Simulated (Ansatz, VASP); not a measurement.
One calculation of MgO, two programs

Contents of POSCAR:

```
MgO
1.0
    3.4840796175      0.0000000000      0.0000000000
   -1.7420398087      3.0173014576      0.0000000000
    0.0000000000      0.0000000000      4.1853171403
Mg O
2 2
Direct
    0.6666666667      0.3333333333      0.7500000000
    0.3333333333      0.6666666667      0.2500000000
    0.6666666667      0.3333333333      0.2500000000
    0.3333333333      0.6666666667      0.7500000000
```

File INCAR.step1:

```
ALGO     = Normal         # electronic algorithm
EDIFF    = 1E-5           # SCF threshold, eV
ENCUT    = 520            # plane-wave cutoff, eV
GGA      = PE             # functional
ISIF     = 2              # what is computed and relaxed
ISMEAR   = 0              # smearing method
LASPH    = True           # aspherical terms in the spheres
LREAL    = False          # projectors in reciprocal space
LWAVE    = True           # write WAVECAR
NBANDS   = 16             # bands
NELM     = 100            # most SCF steps
PREC     = Accurate       # precision mode
SIGMA    = 0.01           # smearing width, eV
```

The input INCAR.step2:

```
ALGO     = Normal         # electronic algorithm
EDIFF    = 1E-7           # SCF threshold, eV
ENCUT    = 520            # plane-wave cutoff, eV
GGA      = PE             # functional
HFSCREEN = 0.2079         # screening, 1/A
ISIF     = 2              # what is computed and relaxed
ISMEAR   = 0              # smearing method
ISTART   = 1            
LASPH    = True           # aspherical terms in the spheres
LCHARG   = True           # write CHGCAR
LELF     = True           # ELF
LHFCALC  = True           # exact exchange
LREAL    = False          # projectors in reciprocal space
LVHAR    = True         
LWAVE    = False          # write WAVECAR
NBANDS   = 16             # bands
NELM     = 100            # most SCF steps
PREC     = Accurate       # precision mode
PRECFOCK = Normal       
SIGMA    = 0.01           # smearing width, eV
```

KPOINTS

```
k-points
0
Gamma
  6 6 4
```

Input for Ansatz:

```yaml
crystal:
  lattice:
    - [3.4840796175, 0.0, 0.0]
    - [-1.7420398087, 3.0173014576, 0.0]
    - [0.0, 0.0, 4.1853171403]
  atoms:
    - { symbol: Mg, position: [0.6666666667, 0.3333333333, 0.75] }
    - { symbol: Mg, position: [0.3333333333, 0.6666666667, 0.25] }
    - { symbol: O, position: [0.6666666667, 0.3333333333, 0.25] }
    - { symbol: O, position: [0.3333333333, 0.6666666667, 0.75] }
kpoints:
  mp_grid: { grid: [6, 6, 4] }
  band_path:
    path:
      - [0.0, 0.0, 0.0]
      - [0.5, 0.0, 0.0]
      - [0.3333333333, 0.3333333333, 0.0]
      - [0.0, 0.0, 0.5]
      - [0.5, 0.0, 0.5]
      - [0.3333333333, 0.3333333333, 0.5]
    npoints: 1
hamiltonian:
  xc: hse06
scf:
  occupations: { method: fixed }
  n_extra_bands: 5
output:
  forces: true
  stress: true
  eigenvalues: true
```

Alike in both runs: task single point; functional HSE06; k mesh 6 × 6 × 4; no spin polarisation.

|  | VASP | Ansatz |
| --- | --- | --- |
| version | VASP 6.6.1 | Ansatz 0.2.0 |
| potentials or method | VASP PAW PBE potentials, release 64 (Mg, O) | plane waves, PAW |
| plane-wave cutoff (eV) | 520 | 420 |
| occupations | gaussian, width 0.01 eV | fixed |
| valence electrons in the cell | 16 | 32 |

Ansatz gave:

* gap on the k mesh at the Fermi level (eV): 5.05
* pressure (GPa): -0.1
* traceless stress, the component that is largest in VASP (GPa): -0.06

Question: Estimate VASP's values.

Answer: gap on the k mesh at the Fermi level (eV): 5.02; pressure (GPa): -0.2; traceless stress, the component that is largest in VASP (GPa): -0.13.

VASP's potentials hold 16 valence electrons a cell and Ansatz's 32, so a difference there can come from the potentials and not from the codes. Ansatz's warnings: stress exchange threshold loose, stress scf threshold loose.
